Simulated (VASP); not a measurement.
# TiB2 (P6/mmm) in VASP: settings compared, part 3 of 3

VASP 6.6.1. The steps go on from the part before.

## (5) Relaxation of cell and atoms, PBEsol+D4

This run uses another cell than the first one, of 8.55 Å³/atom.

File INCAR:

```
SYSTEM = TiB2
PREC     = Accurate       ! precision mode
ENCUT    = 600            ! plane-wave cutoff, eV
EDIFF    = 1E-7           ! SCF threshold, eV
ISMEAR   = -1             ! smearing method
SIGMA    = 0.05           ! smearing width, eV
LREAL    = .False.        ! projectors in reciprocal space
LASPH    = .True.         ! aspherical terms in the spheres
NELM     = 100            ! most SCF steps
ALGO     = Normal         ! electronic algorithm
ISIF     = 3              ! what is computed and relaxed
LWAVE    = .False.        ! write WAVECAR
LCHARG   = .False.        ! write CHGCAR
GGA      = PS             ! functional
IVDW     = 13             ! dispersion correction
IBRION   = 2              ! ionic algorithm
NSW      = 60             ! ionic steps
EDIFFG   = -0.01          ! ionic threshold
```

File KPOINTS:

```
Automatic mesh
0
Gamma
  10 10 8
  0 0 0
```

File POSCAR:

```
TiB2
1.0
    3.0292000000      0.0000000000      0.0000000000
   -1.5146000000      2.6233641531      0.0000000000
    0.0000000000      0.0000000000      3.2284000000
Ti B
1 2
Direct
    0.0000000000      0.0000000000      0.0000000000
    0.6666666667      0.3333333333      0.5000000000
    0.3333333333      0.6666666667      0.5000000000
```

Potentials or basis: VASP PAW PBE potentials, release 64 (Ti_sv, B).

Launch:

```sh
cat potpaw_PBE.64/Ti_sv/POTCAR potpaw_PBE.64/B/POTCAR > POTCAR
mpirun -np 1 vasp_std > vasp.out
```

OUTCAR:

```text
SYSTEM = TiB2
   PREC = Accurate
   ENCUT = 600
   EDIFF = 1E-7
   ISMEAR = -1
   LREAL = .False.
   LASPH = .True.
   NELM = 100
   ISIF = 3
   GGA = PS
   IVDW = 13
   IBRION = 2
   NSW = 60
   EDIFFG = -0.01

 ion  position               nearest neighbor table
   1  0.000  0.000  0.000-   2 2.38   3 2.38   2 2.38   3 2.38   3 2.38   3 2.38   2 2.38   2 2.38
                             2 2.38   2 2.38   3 2.38   3 2.38
   2  0.667  0.333  0.500-   3 1.75   3 1.75   3 1.75   1 2.38   1 2.38   1 2.38   1 2.38   1 2.38
                             1 2.38
   3  0.333  0.667  0.500-   2 1.75   2 1.75   2 1.75   1 2.38   1 2.38   1 2.38   1 2.38   1 2.38
                             1 2.38

  LATTYP: Found a hexagonal cell.
 ALAT       =     3.0292000000
 C/A-ratio  =     1.0657599366

  Lattice vectors:

 A1 = (   3.0292000000,   0.0000000000,   0.0000000000)
 A2 = (  -1.5146000000,   2.6233641531,   0.0000000000)
 A3 = (   0.0000000000,   0.0000000000,   3.2284000000)

Analysis of symmetry for initial positions (statically):
=====================================================================
 Subroutine PRICEL returns:
 Original cell was already a primitive cell.

 Routine SETGRP: Setting up the symmetry group for a
 hexagonal supercell.

 Subroutine GETGRP returns: Found 24 space group operations
 (whereof 24 operations were pure point group operations)
 out of a pool of 24 trial point group operations.

The static configuration has the point symmetry D_6h.

Analysis of symmetry for dynamics (positions and initial velocities):
=====================================================================
 Subroutine PRICEL returns:
 Original cell was already a primitive cell.

 Routine SETGRP: Setting up the symmetry group for a
 hexagonal supercell.

 Subroutine GETGRP returns: Found 24 space group operations
 (whereof 24 operations were pure point group operations)
 out of a pool of 24 trial point group operations.

The dynamic configuration has the point symmetry D_6h.

 Subroutine INISYM returns: Found 24 space group operations
 (whereof 24 operations are pure point group operations),
 and found     1 'primitive' translations

----------------------------------------------------------------------------------------

                                     Primitive cell

  volume of cell :      25.6551

  direct lattice vectors                    reciprocal lattice vectors
     3.029200000  0.000000000  0.000000000     0.330120164  0.190594965  0.000000000
    -1.514600000  2.623364153  0.000000000     0.000000000  0.381189931  0.000000000
     0.000000000  0.000000000  3.228400000     0.000000000  0.000000000  0.309750960

  length of vectors
     3.029200000  3.029200000  3.228400000     0.381189931  0.381189931  0.309750960

  position of ions in fractional coordinates (direct lattice)
     0.000000000  0.000000000  0.000000000
     0.666666667  0.333333333  0.500000000
     0.333333333  0.666666667  0.500000000

  ion indices of the primitive-cell ions
   primitive index   ion index
                 1           1
                 2           2
                 3           3

----------------------------------------------------------------------------------------

 KPOINTS: Automatic mesh

Automatic generation of k-mesh.
 Grid dimensions read from file:
 generate k-points for:   10   10    8

 Generating k-lattice:

  Cartesian coordinates                     Fractional coordinates (reciprocal lattice)
     0.033012016  0.019059497  0.000000000     0.100000000  0.000000000  0.000000000
     0.000000000  0.038118993  0.000000000     0.000000000  0.100000000  0.000000000
     0.000000000  0.000000000  0.038718870     0.000000000  0.000000000  0.125000000

  Length of vectors
     0.038118993  0.038118993  0.038718870

  Shift w.r.t. Gamma in fractional coordinates (k-lattice)
     0.000000000  0.000000000  0.000000000

 Subroutine IBZKPT returns following result:
 ===========================================

 Found     70 irreducible k-points:

 Following reciprocal coordinates:
            Coordinates               Weight
  0.000000  0.000000  0.000000      1.000000
  0.100000 -0.000000  0.000000      6.000000
  0.200000 -0.000000  0.000000      6.000000
  0.300000 -0.000000  0.000000      6.000000
  0.400000 -0.000000  0.000000      6.000000
  0.500000 -0.000000  0.000000      3.000000
[... 16 lines left out ...]
  0.300000  0.100000  0.125000     24.000000
  0.400000  0.100000  0.125000     24.000000
 [... further k-points ...]
   k-points           NKPTS =     70   k-points in BZ     NKDIM =     70   number of bands    NBANDS=     13
   number of dos      NEDOS =    301   number of ions     NIONS =      3
   total plane-waves  NPLWV =  16128
   dimension x,y,z NGX =    24 NGY =   24 NGZ =   28
   dimension x,y,z NGXF=    48 NGYF=   48 NGZF=   56
   ions per type =               1   2
   NGX,Y,Z   is equivalent  to a cutoff of  13.17, 13.17, 14.42 a.u.
   NGXF,Y,Z  is equivalent  to a cutoff of  26.34, 26.34, 28.84 a.u.
 SYSTEM =  TiB2
   PREC   = accura    normal or accurate (medium, high low for compatibility)
   ISTART =      0    job   : 0-new  1-cont  2-samecut
   ICHARG =      2    charge: 1-file 2-atom 10-const
   ISPIN  =      1    spin polarized calculation?
   LNONCOLLINEAR =      F non collinear calculations
   LSORBIT =      F    spin-orbit coupling
   LASPH  =      T    aspherical Exc in radial PAW
   ENCUT  =  600.0 eV  44.10 Ry    6.64 a.u.   6.05  6.05  6.45*2*pi/ulx,y,z
   NELM   =    100;   NELMIN=  2; NELMDL= -5     # of ELM steps
   EDIFF  = 0.1E-06   stopping-criterion for ELM
   LREAL  =      F    real-space projection
   EDIFFG = -.1E-01   stopping-criterion for IOM
   NSW    =     60    number of steps for IOM
   IBRION =      2    ionic relax: 0-MD 1-quasi-New 2-CG
   NFREE  =      1    steps in history (QN), initial steepest desc. (CG)
   ISIF   =      3    stress and relaxation
   ISYM   =      2    0-nonsym 1-usesym 2-fastsym
   POTIM  = 0.5000    time-step for ionic-motion
   TEBEG  =    0.0;   TEEND  =   0.0 temperature during run
   PSTRESS=    0.0 pullay stress
   NELECT =      18.0000    total number of electrons
   NUPDOWN=      -1.0000    fix difference up-down
   EMIN   =  10.00;   EMAX   =-10.00  energy-range for DOS
   EFERMI =   0.00;   METHOD = LEGACY
   ISMEAR =    -1;   SIGMA  =   0.05  broadening in eV -4-tet -1-fermi 0-gaus
   EFERMI_NEDOS =   21; number of points for ismear=-14 and -15
   IALGO  =     38    algorithm
   IMIX   =      4    mixing-type and parameters
     AMIX     =   0.40;   BMIX     =  1.00
     AMIX_MAG =   1.60;   BMIX_MAG =  1.00
  volume/ion in A,a.u.               =       8.55        57.71
  Fermi-wavevector in a.u.,A,eV,Ry     =   1.454703  2.748990 28.792122  2.116161
  Thomas-Fermi vector in A             =   2.571823
   LORBIT       =      0    0 simple, 1 ext, 2 COOP (PROOUT), +10 PAW based schemes
   GGA     = PS    functional components
   LHFCALC =     F    Hartree Fock is set to
   AEXX    =    0.0000 exact exchange contribution
   IVDW    =    13    specifies the selected vdW correction
   LEPSILON=     F    determine dielectric tensor
   LRPA    =     F    only Hartree local field effects (RPA)
 conjugate gradient relaxation of ions
 non-spin polarized calculation
  energy-cutoff  :      600.00
  volume of cell :       25.66
 maximum number of plane-waves:       878
   NGX = 13   NGY = 13   NGZ = 13

--------------------------------------- Ionic step        1  -------------------------------------------

 number of electron      18.0000002 magnetization

 Free energy of the ion-electron system (eV)
  ---------------------------------------------------
  ext. energy  EPLUGINS =         0.00000000
  ---------------------------------------------------
  free energy    TOTEN  =       -25.78023972 eV

  energy without entropy =      -25.77392801  energy(sigma->0) =      -25.77708387

 E-fermi :   9.8380     XC(G=0): -12.8717

 val. band max:        9.8118370314   @ k =   0.2000   0.2000   0.1250
 cond. band min:       9.8395940633   @ k =   0.3000   0.2000   0.0000
 fundamental gap:      0.0277570319
 Fermi energy:         9.8380426595

 k-point     1 :       0.0000    0.0000    0.0000
  band No.  band energies     occupation
      1     -46.7960      2.00000
      2     -23.2503      2.00000
      3     -22.9381      2.00000
      4     -22.9381      2.00000
      5      -3.5603      2.00000
      6       7.3134      2.00000
      7       7.3134      2.00000
      8       7.6024      2.00000
      9       7.7577      2.00000
     10      11.8002      0.00000
     11      11.8002      0.00000
     12      13.5853      0.00000
     13      13.5853      0.00000
[... 488 lines left out ...]
  energy  without entropy=      -26.3928352682  energy(sigma->0) =      -26.39606615

--------------------------------------- Ionic step        4  -------------------------------------------

 number of electron      18.0000003 magnetization

 Free energy of the ion-electron system (eV)
  ---------------------------------------------------
  ext. energy  EPLUGINS =         0.00000000
  ---------------------------------------------------
  free energy    TOTEN  =       -25.78241815 eV

  energy without entropy =      -25.77547377  energy(sigma->0) =      -25.77894596

 E-fermi :  10.2331     XC(G=0): -13.0527

 val. band max:       10.2271086415   @ k =   0.3000   0.2000   0.0000
 cond. band min:      10.2582911706   @ k =   0.4000   0.2000   0.0000
 fundamental gap:      0.0311825291
 Fermi energy:        10.2331080223

 k-point     1 :       0.0000    0.0000    0.0000
  band No.  band energies     occupation
      1     -46.2774      2.00000
      2     -22.7297      2.00000
      3     -22.4153      2.00000
      4     -22.4153      2.00000
      5      -3.3344      2.00000
      6       7.5532      2.00000
      7       7.5532      2.00000
      8       8.1093      2.00000
      9       8.1549      2.00000
     10      12.3279      0.00000
     11      12.3279      0.00000
     12      14.2553      0.00000
     13      14.2553      0.00000
[... 402 lines left out ...]
  FREE ENERGIE OF THE ION-ELECTRON SYSTEM (eV)
  ---------------------------------------------------
  free  energy   TOTEN  =       -26.4008563719 eV

  energy  without entropy=      -26.3939119998  energy(sigma->0) =      -26.39738419

 reached required accuracy - stopping structural energy minimisation
```

It took 53 s on 1 thread of AMD EPYC 9R45 (Zen 5), shared host; peak memory 0.14 GiB.

What came out:

```
Free energy                           : -26.4009 eV
Relaxed volume                        : 8.24 Å³/atom
Relaxed cell                          : a = 3.005 Å, b = 3.005 Å, c = 3.161 Å, α = 90.00°, β = 90.00°, γ = 120.00°
Space group after relaxing (to 0.1 Å) : P6/mmm (No. 191)
Energy gained by relaxing             : 9.7 meV/atom
Ionic steps                           : 4
Pressure after relaxing               : 0.0 GPa
Band gap on the k mesh                : zero (bands 9 and 10 overlap by 0.79 eV)
Dispersion energy per atom            : -0.206 eV
```

The path:
```csv
step,energy change (eV),largest force (eV/Å),pressure (GPa),volume (Å³)
1,0.0000,0.0000,-8.96,25.66
2,-0.0042,0.0000,9.90,23.92
3,-0.0277,0.0000,0.28,24.73
4,-0.0292,0.0000,-0.02,24.73
```

Final structure:
```yaml
crystal:
  lattice:
    - [3.00540, 0.00000, 0.00000]
    - [-1.50270, 2.60275, 0.00000]
    - [0.00000, 0.00000, 3.16123]
  atoms:
    - { symbol: Ti, position: [0.00000, 0.00000, 0.00000] }
    - { symbol: B, position: [0.66667, 0.33333, 0.50000] }
    - { symbol: B, position: [0.33333, 0.66667, 0.50000] }
```

Caveat: the PAW data sets were made with another functional, which shifts forces and pressure a little.

## (6) Summary

| task | level | cell | cutoff (eV) | gap on the mesh (eV) | pressure (GPa) | relaxed volume (Å³/atom) |
| --- | --- | --- | --- | --- | --- | --- |
| single point | revPBE+D3(BJ) | a = 2.988, b = 2.988, c = 3.162 Å, angles 90.0, 90.0, 120.0°, 3 atoms | 520 | none | 0.2 | - |
| single point | revPBE+D4 | a = 2.999, b = 2.999, c = 3.139 Å, angles 90.0, 90.0, 120.0°, 3 atoms | 520 | none | 0.1 | - |
| relaxation of cell and atoms | PBEsol+D3(BJ) | relaxed from a = 3.029, b = 3.029, c = 3.228 Å, angles 90.0, 90.0, 120.0°, 3 atoms | 600 | none | -0.1 | 8.16 |
| relaxation of cell and atoms | PBEsol+D4 | relaxed from a = 3.029, b = 3.029, c = 3.228 Å, angles 90.0, 90.0, 120.0°, 3 atoms | 600 | none | 0.0 | 8.24 |

Alike in all rows: potentials or basis VASP PAW PBE potentials, release 64 (Ti_sv, B); no spin polarisation; k mesh 10 × 10 × 8; smearing fermi-dirac 0.05 eV.

Caveats: the PAW data sets were made with another functional, which shifts forces and pressure a little.

Absolute energies hang on the potentials; compare differences alone.

The gap in the log of VASP goes by the Fermi energy; the results here count the filled bands.